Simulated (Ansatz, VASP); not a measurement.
One calculation of CdSe, two programs

File INCAR:

```
  PREC = Accurate
  ENCUT = 520
  EDIFF = 1E-6
  ISMEAR = -1
  SIGMA = 0.05
  LREAL = F
  LASPH = T
  NELM = 100
  ALGO = Normal
  ISIF = 2
  LWAVE = F
  LCHARG = F
  GGA = RE
  IVDW = 12
  NBANDS = 26
```

File KPOINTS:

```
regular mesh
0
Gamma
  7 7 4
```

Contents of POSCAR:

```
CdSe
1.0
    4.2711400700      0.0000000000      0.0000000000
   -2.1355700350      3.6989158038      0.0000000000
    0.0000000000      0.0000000000      6.9728844864
Cd Se
2 2
Direct
    0.6666666667      0.3333333333      0.5000000000
    0.3333333333      0.6666666667      0.0000000000
    0.6666666667      0.3333333333      0.8850000000
    0.3333333333      0.6666666667      0.3850000000
```

The input input.yaml:

```yaml
crystal:
  lattice:
    - [4.27114007, 0.0, 0.0]
    - [-2.135570035, 3.6989158038, 0.0]
    - [0.0, 0.0, 6.9728844864]
  atoms:
    - { symbol: Cd, position: [0.6666666667, 0.3333333333, 0.5] }
    - { symbol: Cd, position: [0.3333333333, 0.6666666667, 0.0] }
    - { symbol: Se, position: [0.6666666667, 0.3333333333, 0.885] }
    - { symbol: Se, position: [0.3333333333, 0.6666666667, 0.385] }
hamiltonian:
  xc: revpbe
  pseudopotentials: { kind: paw }
  dispersion: d3bj
kpoints:
  mp_grid: { grid: [7, 7, 4] }
scf:
  occupations: { method: fermi_dirac, width: 0.05 }
output:
  forces: true
  stress: true
  eigenvalues: true
```

Alike in both runs: task single point; functional revPBE; dispersion D3(BJ); k mesh 7 × 7 × 4; occupations fermi-dirac, width 0.05 eV; no spin polarisation.

|  | VASP | Ansatz |
| --- | --- | --- |
| version | VASP 6.6.1 | Ansatz 0.2.0 |
| potentials or method | VASP PAW PBE potentials, release 64 (Cd, Se) | Ansatz PAW |
| plane-wave cutoff (eV) | 520 | 420 |
| valence electrons in the cell | 36 | 72 |

VASP gave:

* gap on the k mesh at the Fermi level (eV): 0.87
* least direct gap on the mesh (eV): 0.87
* pressure (GPa): 1.8
* traceless stress, the component that is largest in VASP (GPa): -1.63
* rms of the force components (eV/Å): 0.185

Task: What did Ansatz give for the same quantities?

Result: gap on the k mesh at the Fermi level (eV): 0.88; least direct gap on the mesh (eV): 0.88; pressure (GPa): 1.5; traceless stress, the component that is largest in VASP (GPa): -1.57; rms of the force components (eV/Å): 0.179.

VASP's potentials were made for PBE, not for revPBE. Atom by atom the forces differ by 0.006 eV/Å (rms over components). VASP's potentials hold 36 valence electrons a cell and Ansatz's 72, so a difference there can come from the potentials and not from the codes.

Noted on Ansatz's run: odd divisions of the mesh miss points on the zone boundary, where band edges often lie, so the gap on the mesh can be too wide.
